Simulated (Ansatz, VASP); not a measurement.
**Two plane-wave programs on HgTe**

```
CELL_PARAMETERS angstrom
0.00000 3.32480 3.32480
3.32480 0.00000 3.32480
3.32480 3.32480 0.00000
ATOMIC_POSITIONS crystal
Hg 0.00000 0.00000 0.00000
Te 0.75000 0.75000 0.75000
```

Alike in both runs: task relaxation of cell and atoms; functional PBE; k mesh 12 × 12 × 12; occupations gaussian, width 0.1 eV; no spin polarisation.

```csv
,VASP,Ansatz
version,VASP 6.6.1,Ansatz 0.2.0
potentials or method,"VASP PAW PBE potentials, release 64 (Hg, Te), cutoff 600 eV","scalar-relativistic, plane waves, PAW"
valence electrons in the cell,18,36
```

Ansatz gave:

```
gap on the k mesh at the Fermi level, each at its own relaxed structure (eV) : none
relaxed volume (Å³/atom)                                                     : 36.75
relaxed cell length with the largest relative difference (Å)                 : 4.702
```

Problem. What did VASP give for the same quantities?

Solution. gap on the k mesh at the Fermi level, each at its own relaxed structure (eV): none; relaxed volume (Å³/atom): 36.86; relaxed cell length with the largest relative difference (Å): 4.706.

A gap of «none» marks a metal or a gap that the smearing closes. VASP's potentials hold 18 valence electrons a cell and Ansatz's 36, so a difference there can come from the potentials and not from the codes.

Spin-orbit coupling is off throughout.
